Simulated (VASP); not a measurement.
# Fe (Fmmm) in VASP: single point with LDA

Aim: the single point of Fe with LDA.

All numbers are computed with VASP 6.6.1; they aren't measurements. Logs are shortened: lines on timing, memory, paths and dates and some standing lists are left out, and cuts for length are marked.

**1. The cell of the first run**

It takes space group Fmmm (No. 69, orthorhombic). The conventional cell has a = 3.056 Å, b = 3.960 Å, c = 4.007 Å, α = 90.00°, β = 90.00°, γ = 90.00°. Within 3.3 Å of Fe (site symmetry mmm) lie 14 Fe at 2.50 to 3.06 Å.

**2. Single point, LDA, collinear spin, ferromagnetic start (volume scaled by 1.06)**

File INCAR:

```
SYSTEM = Fe
  PREC = Accurate
  ENCUT = 600
  EDIFF = 1E-6
  ISMEAR = -1
  SIGMA = 0.05
  LREAL = .False.
  LASPH = .True.
  NELM = 200
  ALGO = Normal
  ISIF = 2
  LWAVE = .False.
  LCHARG = .False.
  ISPIN = 2
  MAGMOM = 3
  LORBIT = 11
  LMAXMIX = 4
  GGA = CA
  NBANDS = 14
  GGA_COMPAT = .False.
```

File KPOINTS:

```
regular mesh
0
Gamma
  16 16 16
  0 0 0
```

File POSCAR:

```
Fe
1.0
    0.0000000000      1.9798226863      2.0036464209
    1.5278283418      0.0000000000      2.0036464209
    1.5278283418      1.9798226863      0.0000000000
Fe
1
Direct
    0.0000000000      0.0000000000      0.0000000000
```

Potentials or basis: VASP PAW LDA potentials, release 64 (Fe).

Started as:

```
$ cat potpaw_LDA.64/Fe/POTCAR > POTCAR
$ mpirun -np 1 vasp_std > vasp.out
```

OUTCAR:

```text
SYSTEM = Fe
   PREC = Accurate
   ENCUT = 600
   EDIFF = 1E-6
   ISMEAR = -1
   LREAL = .False.
   LASPH = .True.
   NELM = 200
   ISIF = 2
   ISPIN = 2
   LORBIT = 11
   GGA = CA

 ion  position               nearest neighbor table
   1  0.000  0.000  0.000-

  LATTYP: Found a face centered orthorhombic cell.
 ALAT       =     3.0556566836
 B/A-ratio  =     1.2958410524
 C/A-ratio  =     1.3114342535

  Lattice vectors:

 A1 = (   0.0000000000,   1.9798226863,   2.0036464209)
 A2 = (   1.5278283418,   0.0000000000,   2.0036464209)
 A3 = (   1.5278283418,   1.9798226863,   0.0000000000)

Analysis of symmetry for initial positions (statically):
=====================================================================
 Subroutine PRICEL returns:
 Original cell was already a primitive cell.

 Routine SETGRP: Setting up the symmetry group for a
 face centered orthorhombic supercell.

 Subroutine GETGRP returns: Found  8 space group operations
 (whereof  8 operations were pure point group operations)
 out of a pool of  8 trial point group operations.

The static configuration has the point symmetry D_2h.

Analysis of symmetry for dynamics (positions and initial velocities):
=====================================================================
 Subroutine PRICEL returns:
 Original cell was already a primitive cell.

 Routine SETGRP: Setting up the symmetry group for a
 face centered orthorhombic supercell.

 Subroutine GETGRP returns: Found  8 space group operations
 (whereof  8 operations were pure point group operations)
 out of a pool of  8 trial point group operations.

The dynamic configuration has the point symmetry D_2h.

Analysis of structural, dynamic, and magnetic symmetry:
=====================================================================
 Subroutine PRICEL returns:
 Original cell was already a primitive cell.

 Routine SETGRP: Setting up the symmetry group for a
 face centered orthorhombic supercell.

 Subroutine GETGRP returns: Found  8 space group operations
 (whereof  8 operations were pure point group operations)
 out of a pool of  8 trial point group operations.

The overall configuration has the point symmetry D_2h.

 Subroutine INISYM returns: Found  8 space group operations
 (whereof  8 operations are pure point group operations),
 and found     1 'primitive' translations

----------------------------------------------------------------------------------------

                                     Primitive cell

  volume of cell :      12.1214

  direct lattice vectors                    reciprocal lattice vectors
     0.000000000  1.979822686  2.003646421    -0.327261896  0.252547869  0.249545027
     1.527828342  0.000000000  2.003646421     0.327261896 -0.252547869  0.249545027
     1.527828342  1.979822686  0.000000000     0.327261896  0.252547869 -0.249545027

  length of vectors
     2.816788393  2.519694113  2.500791337     0.482859705  0.482859705  0.482859705

  position of ions in fractional coordinates (direct lattice)
     0.000000000  0.000000000  0.000000000

  ion indices of the primitive-cell ions
   primitive index   ion index
                 1           1

----------------------------------------------------------------------------------------

 KPOINTS: regular mesh

Automatic generation of k-mesh.
 Grid dimensions read from file:
 generate k-points for:   16   16   16

 Generating k-lattice:

  Cartesian coordinates                     Fractional coordinates (reciprocal lattice)
    -0.020453869  0.015784242  0.015596564     0.062500000 -0.000000000 -0.000000000
     0.020453869 -0.015784242  0.015596564     0.000000000  0.062500000  0.000000000
     0.020453869  0.015784242 -0.015596564     0.000000000  0.000000000  0.062500000

  Length of vectors
     0.030178732  0.030178732  0.030178732

  Shift w.r.t. Gamma in fractional coordinates (k-lattice)
     0.000000000  0.000000000  0.000000000

 Subroutine IBZKPT returns following result:
 ===========================================

 Found    621 irreducible k-points:

 Following reciprocal coordinates:
            Coordinates               Weight
  0.000000  0.000000  0.000000      1.000000
  0.062500 -0.000000  0.000000      8.000000
  0.125000 -0.000000  0.000000      8.000000
  0.187500 -0.000000  0.000000      8.000000
  0.250000 -0.000000  0.000000      8.000000
  0.312500 -0.000000  0.000000      8.000000
[... 16 lines left out ...]
 -0.125000  0.062500  0.000000      8.000000
 -0.062500  0.062500  0.000000      4.000000
 [... further k-points ...]
   k-points           NKPTS =    621   k-points in BZ     NKDIM =    621   number of bands    NBANDS=     14
   number of dos      NEDOS =    301   number of ions     NIONS =      1
   total plane-waves  NPLWV =   9600
   dimension x,y,z NGX =    24 NGY =   20 NGZ =   20
   dimension x,y,z NGXF=    48 NGYF=   40 NGZF=   40
   ions per type =               1
   NGX,Y,Z   is equivalent  to a cutoff of  14.16, 13.20, 13.30 a.u.
   NGXF,Y,Z  is equivalent  to a cutoff of  28.33, 26.39, 26.59 a.u.
 SYSTEM =  Fe
   PREC   = accura    normal or accurate (medium, high low for compatibility)
   ISTART =      0    job   : 0-new  1-cont  2-samecut
   ICHARG =      2    charge: 1-file 2-atom 10-const
   ISPIN  =      2    spin polarized calculation?
   LNONCOLLINEAR =      F non collinear calculations
   LSORBIT =      F    spin-orbit coupling
   LASPH  =      T    aspherical Exc in radial PAW
   ENCUT  =  600.0 eV  44.10 Ry    6.64 a.u.   5.63  5.03  4.99*2*pi/ulx,y,z
   NELM   =    200;   NELMIN=  2; NELMDL= -5     # of ELM steps
   EDIFF  = 0.1E-05   stopping-criterion for ELM
   LREAL  =      F    real-space projection
   EDIFFG = 0.1E-04   stopping-criterion for IOM
   NSW    =      0    number of steps for IOM
   IBRION =     -1    ionic relax: 0-MD 1-quasi-New 2-CG
   NFREE  =      0    steps in history (QN), initial steepest desc. (CG)
   ISIF   =      2    stress and relaxation
   ISYM   =      2    0-nonsym 1-usesym 2-fastsym
   POTIM  = 0.5000    time-step for ionic-motion
   TEBEG  =    0.0;   TEEND  =   0.0 temperature during run
   PSTRESS=    0.0 pullay stress
   NELECT =       8.0000    total number of electrons
   NUPDOWN=      -1.0000    fix difference up-down
   EMIN   =  10.00;   EMAX   =-10.00  energy-range for DOS
   EFERMI =   0.00;   METHOD = LEGACY
   ISMEAR =    -1;   SIGMA  =   0.05  broadening in eV -4-tet -1-fermi 0-gaus
   EFERMI_NEDOS =   21; number of points for ismear=-14 and -15
   IALGO  =     38    algorithm
   IMIX   =      4    mixing-type and parameters
     AMIX     =   0.40;   BMIX     =  1.00
     AMIX_MAG =   1.60;   BMIX_MAG =  1.00
  volume/ion in A,a.u.               =      12.12        81.80
  Fermi-wavevector in a.u.,A,eV,Ry     =   1.425348  2.693517 27.641818  2.031616
  Thomas-Fermi vector in A             =   2.545742
   LORBIT       =     11    0 simple, 1 ext, 2 COOP (PROOUT), +10 PAW based schemes
   GGA     = CA    functional components
   LHFCALC =     F    Hartree Fock is set to
   AEXX    =    0.0000 exact exchange contribution
   IVDW    =     0    specifies the selected vdW correction
   LEPSILON=     F    determine dielectric tensor
   LRPA    =     F    only Hartree local field effects (RPA)
 spin polarized calculation
  energy-cutoff  :      600.00
  volume of cell :       12.12
 maximum number of plane-waves:       418
   NGX = 11   NGY = 11   NGZ =  9

 number of electron       8.0000001 magnetization       2.2591340

 Free energy of the ion-electron system (eV)
  ---------------------------------------------------
  ext. energy  EPLUGINS =         0.00000000
  ---------------------------------------------------
  free energy    TOTEN  =        -9.03984110 eV

  energy without entropy =       -9.02990196  energy(sigma->0) =       -9.03487153

 E-fermi :   5.0245     XC(G=0): -13.0525

 val. band max:        5.0229833473   @ k =   0.1250  -0.4375   0.0625
 cond. band min:       5.0249710534   @ k =   0.2500  -0.1250   0.1875
 fundamental gap:      0.0019877061
 Fermi energy:         5.0245474236

 spin component 1

 k-point     1 :       0.0000    0.0000    0.0000
  band No.  band energies     occupation
      1      -3.1328      1.00000
      2       2.7101      1.00000
      3       2.8017      1.00000
      4       3.1243      1.00000
      5       3.8573      1.00000
      6       4.2319      1.00000
      7      28.2190      0.00000
      8      29.6245      0.00000
      9      29.8569      0.00000
     10      33.4998      0.00000
     11      34.3063      0.00000
     12      34.5953      0.00000
     13      34.9845      0.00000
     14      35.0539      0.00000
[... 375 lines left out ...]
 k-point    24 :      -0.0625    0.0625    0.0000
  band No.  band energies     occupation
      1      -2.6969      1.00000
      2       2.7623      1.00000
      3       2.7660      1.00000
      4       3.2428      1.00000
      5       3.7652      1.00000
      6       4.1952      1.00000
      7      26.2932      0.00000
      8      27.8069      0.00000
      9      29.3806      0.00000
     10      32.2765      0.00000
     11      32.7491      0.00000
     12      34.4060      0.00000
     13      34.8778      0.00000
     14      36.6395      0.00000

 [... further k-points ...]

 spin component 2

 k-point     1 :       0.0000    0.0000    0.0000
  band No.  band energies     occupation
      1      -2.7526      1.00000
      2       4.5237      0.99996
      3       4.6483      0.99946
      4       5.0758      0.26423
      5       6.1049      0.00000
      6       6.6207      0.00000
      7      28.3571      0.00000
      8      29.7926      0.00000
      9      30.0472      0.00000
     10      34.0599      0.00000
     11      34.9474      0.00000
     12      35.1443      0.00000
     13      35.8255      0.00000
     14      35.8989      0.00000
[... 375 lines left out ...]
 k-point    24 :      -0.0625    0.0625    0.0000
  band No.  band energies     occupation
      1      -2.3137      1.00000
      2       4.5853      0.99985
      3       4.5946      0.99982
      4       5.1924      0.03365
      5       5.9864      0.00000
      6       6.5786      0.00000
      7      26.7130      0.00000
      8      28.2486      0.00000
      9      29.6116      0.00000
     10      32.8749      0.00000
     11      33.3903      0.00000
     12      35.1116      0.00000
     13      35.3589      0.00000
     14      37.4205      0.00000

 [... further k-points ...]

------------------------ aborting loop because EDIFF is reached ----------------------------------------

  FORCE on cell =-STRESS in cart. coord.  units (eV):
  Direction    XX          YY          ZZ          XY          YZ          ZX
  --------------------------------------------------------------------------------------
  -------------------------------------------------------------------------------------
  Total       -2.3137302     -1.7581806     -1.8535477      0.0000000      0.0000000      0.0000000
  in kB     -305.8238582   -232.3925135   -244.9979256      0.0000000      0.0000000      0.0000000
  external PRESSURE =    -261.0714324 kB  Pullay stress =       0.0000000 kB

 VOLUME and BASIS-vectors are now :
 -----------------------------------------------------------------------------
  energy-cutoff  :      600.00
  volume of cell :       12.12
      direct lattice vectors                 reciprocal lattice vectors
     0.000000000  1.979822686  2.003646421    -0.327261896  0.252547869  0.249545027
     1.527828342  0.000000000  2.003646421     0.327261896 -0.252547869  0.249545027
     1.527828342  1.979822686  0.000000000     0.327261896  0.252547869 -0.249545027

 POSITION                                       TOTAL-FORCE (eV/Angst)
 -----------------------------------------------------------------------------------
      0.00000      0.00000      0.00000        -0.000000     -0.000000      0.000000
 -----------------------------------------------------------------------------------
    total drift:                                0.000000      0.000000      0.000000

  FREE ENERGIE OF THE ION-ELECTRON SYSTEM (eV)
  ---------------------------------------------------
  free  energy   TOTEN  =        -9.0398411036 eV

  energy  without entropy=       -9.0299019611  energy(sigma->0) =       -9.03487153

 total charge

# of ion       s       p       d       tot
------------------------------------------
    1        0.463   0.479   6.214   7.157

 magnetization (x)

# of ion       s       p       d       tot
------------------------------------------
    1       -0.011  -0.032   2.283   2.239
```

Run time: 76 s. Hardware: 1 thread of Intel Xeon 6975P-C (Granite Rapids), shared host; peak memory 0.28 GiB.

Results:

```
Free energy                                           : -9.0398 eV
Pressure                                              : -26.1 GPa
Net moment                                            : 2.26 μB per cell
Site moments                                          : Fe +2.24 μB
Valence electrons inside the program's atomic spheres : Fe 7.16
```
